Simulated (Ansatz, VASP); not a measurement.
**Two plane-wave programs on ZnS**

Contents of INCAR:

```
SYSTEM = ZnS
PREC     = Accurate       ! precision mode
ENCUT    = 520            ! plane-wave cutoff, eV
EDIFF    = 1E-7           ! SCF threshold, eV
ISMEAR   = 0              ! smearing method
SIGMA    = 0.05           ! smearing width, eV
LREAL    = .FALSE.        ! projectors in reciprocal space
LASPH    = .TRUE.         ! aspherical terms in the spheres
NELM     = 100            ! most SCF steps
ALGO     = Normal         ! electronic algorithm
ISIF     = 2              ! what is computed and relaxed
LWAVE    = .FALSE.        ! write WAVECAR
LCHARG   = .FALSE.        ! write CHGCAR
GGA      = PE             ! functional
NBANDS   = 16             ! bands
```

The input KPOINTS:

```
Automatic mesh
0
G
  10 10 10
  0 0 0
```

POSCAR

```
ZnS
1.0
    0.0000000000      2.8128360000      2.7046500000
    2.5964640000      0.0000000000      2.7046500000
    2.5964640000      2.8128360000      0.0000000000
Zn S
1 1
Direct
    0.0000000000      0.0000000000      0.0000000000
    0.7500000000      0.7500000000      0.7500000000
```

Input for Ansatz:

```yaml
crystal:
  lattice:
    - [0.0, 2.812836, 2.70465]
    - [2.596464, 0.0, 2.70465]
    - [2.596464, 2.812836, 0.0]
  atoms:
    - { symbol: Zn, position: [0.0, 0.0, 0.0] }
    - { symbol: S, position: [0.75, 0.75, 0.75] }
basis:
  ecutwfc: 420
kpoints:
  mp_grid: { grid: [10, 10, 10] }
hamiltonian:
  xc: pbe
scf:
  occupations: { method: gaussian, width: 0.05 }
output:
  forces: true
  stress: true
  eigenvalues: true
```

Change from the starting cell: strain -0.0400 x Voigt [1, -1, 0, 0, 0, 0], atoms carried along.

Alike in both runs: task single point; functional PBE; k mesh 10 × 10 × 10; occupations gaussian, width 0.05 eV; no spin polarisation.

```csv
,VASP,Ansatz
version,VASP 6.6.1,Ansatz 0.2.0
potentials or method,"VASP PAW PBE potentials, release 64 (Zn, S), cutoff 520 eV","scalar-relativistic, plane waves, PAW"
valence electrons in the cell,18,18
```

|  | VASP | Ansatz | Ansatz less VASP |
| --- | --- | --- | --- |
| gap on the k mesh at the Fermi level (eV) | 1.96 | 1.96 | -0.006 |
| least direct gap on the mesh (eV) | 1.96 | 1.96 | -0.006 |
| pressure (GPa) | 1.5 | 1.4 | -0.17 |
| traceless stress, the component that is largest in VASP (GPa) | -1.73 | -1.74 | -0.012 |

The functional is the same, so the differences come from potentials, cutoffs and numerics.
